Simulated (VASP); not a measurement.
Wanted: the native input for a VASP 6.6.1 run.

- Task: single point
- Functional: PBE
- Potentials or basis: VASP PAW PBE potentials, release 64 (Fe)
- Cutoff: 520 eV
- k mesh: 26 × 26 × 26
- Occupations: fermi-dirac, width 0.1 eV
- Spin: no spin polarisation
- Dipole correction: no
- Further INCAR settings: ALGO = Normal; EDIFF = 1e-06; NBANDS = 10

The structure of Fe lies in POSCAR:

```
Fe
1.0
    0.0000000000      1.7482410920      1.7482410920
    1.7482410920      0.0000000000      1.7482410920
    1.7482410920      1.7482410920      0.0000000000
Fe
1
Direct
    0.0000000000      0.0000000000      0.0000000000
```

This cell differs from its parent crystal: volume scaled by 1.04.

These files were run (other wordings do the same):

INCAR

```
SYSTEM = Fe
  PREC = Accurate
  ENCUT = 520
  EDIFF = 1E-6
  ISMEAR = -1
  SIGMA = 0.1
  LREAL = .False.
  LASPH = .True.
  NELM = 100
  ALGO = Normal
  ISIF = 2
  LWAVE = .False.
  LCHARG = .False.
  GGA = PE
  NBANDS = 10
```

KPOINTS

```
Automatic mesh
0
Gamma
  26 26 26
  0 0 0
```

Potentials or basis: VASP PAW PBE potentials, release 64 (Fe).

Run with:

```sh
$ cat potpaw_PBE.64/Fe/POTCAR > POTCAR
$ mpirun -np 1 vasp_std > vasp.out
```

Results of the run:

The pressure is -10.5 GPa. The band gap on the k mesh is zero (band 4 reaches 7.52 eV, above the bottom of band 5 at 5.54 eV).

Caveat: the run has no spin polarisation, though such a crystal can be magnetic.

Run time: 32 s on 1 thread of Intel(R) Xeon(R) Platinum 8259CL CPU @ 2.50GHz (Skylake/Cascade Lake), on a shared host, peak memory 0.17 GiB.
